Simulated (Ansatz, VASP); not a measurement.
**SnO2 in VASP and in Ansatz**

INCAR

```
SYSTEM = SnO2
ALGO = Normal ; EDIFF = 1E-6
ENCUT = 520 ; GGA = PE
ISIF = 2 ; ISMEAR = -1
LASPH = .True. ; LCHARG = .False.
LREAL = .False. ; LWAVE = .False.
NBANDS = 20 ; NELM = 100
PREC = Accurate ; SIGMA = 0.05
```

KPOINTS

```
k-points
0
Gamma
  10 10 10
  0 0 0
```

File POSCAR:

```
SnO2
1.0
    1.6062397745      0.9273629662      4.7683728710
   -1.6062397745      0.9273629662      4.7683728710
    0.0000000000     -1.8547259325      4.7683728710
Sn O
1 2
Direct
    0.5000000000      0.5000000000      0.5000000000
    0.7628300000      0.7628300000      0.7628300000
    0.2371700000      0.2371700000      0.2371700000
```

The input input.yaml:

```yaml
crystal:
  lattice:
    - [1.6062397745, 0.9273629662, 4.768372871]
    - [-1.6062397745, 0.9273629662, 4.768372871]
    - [0.0, -1.8547259325, 4.768372871]
  atoms:
    - { symbol: Sn, position: [0.5, 0.5, 0.5] }
    - { symbol: O, position: [0.76283, 0.76283, 0.76283] }
    - { symbol: O, position: [0.23717, 0.23717, 0.23717] }
kpoints:
  mp_grid: { grid: [10, 10, 10] }
scf:
  occupations: { method: fermi_dirac, width: 0.05 }
hamiltonian:
  xc: pbe
  pseudopotentials: { kind: all_electron, lapw: { basis_error: 0.001 } }
output:
  forces: true
  stress: true
  eigenvalues: true
```

Change from the starting cell: volume scaled by 0.98.

Alike in both runs: task single point; functional PBE; k mesh 10 × 10 × 10; occupations fermi-dirac, width 0.05 eV; no spin polarisation.

```csv
,VASP,Ansatz
version,VASP 6.6.1,Ansatz 0.2.0
potentials or method,"VASP PAW PBE potentials, release 64 (Sn_d, O), cutoff 520 eV","all-electron LAPW, scalar-relativistic"
```

|  | VASP | Ansatz | Ansatz less VASP |
| --- | --- | --- | --- |
| gap on the k mesh at the Fermi level (eV) | 2.04 | 2.07 | +0.029 |
| least direct gap on the mesh (eV) | 2.18 | 2.20 | +0.023 |
| pressure (GPa) | 3.0 | 2.4 | -0.61 |
| traceless stress, the component that is largest in VASP (GPa) | -1.77 | -1.37 | +0.399 |
| rms of the force components (eV/Å) | 0.063 | 0.037 | -0.0263 |

Atom by atom the forces differ by 0.026 eV/Å (rms over components). Ansatz ran all-electron here, and VASP with PAW potentials.
